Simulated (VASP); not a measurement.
Here is a VASP 6.6.1 calculation.

INCAR

```
PREC = Accurate
ENCUT = 520
EDIFF = 1E-8
ISMEAR = -1
SIGMA = 0.03
LREAL = False
LASPH = True
NELM = 60
ALGO = Normal
ISIF = 2
LWAVE = False
LCHARG = False
GGA = PE
LEFG = True
NBANDS = 16
```

The input KPOINTS:

```
regular mesh
0
Gamma
  8 8 8
```

File POSCAR:

```
CdSe
1.0
    0.0000000000      3.0287759606      3.0287759606
    3.0287759606      0.0000000000      3.0287759606
    3.0287759606      3.0287759606      0.0000000000
Cd Se
1 1
Direct
    0.0000000000      0.0000000000      0.0000000000
    0.2500000000      0.2500000000      0.2500000000
```

Potentials or basis: VASP PAW PBE potentials, release 64 (Cd, Se).

The run is started by

```bash
$ cat potpaw_PBE.64/Cd/POTCAR potpaw_PBE.64/Se/POTCAR > POTCAR
$ mpirun -np 1 vasp_std > vasp.out
```

Question: Predict the pressure.

Answer: 3.9 GPa.

Question: Predict the band gap on the k mesh.

Answer: 0.63 eV, direct.

Caveat: without QUAD_EFG the Cq values of the log hold for a quadrupole moment of 1 mb, not for the nuclei.
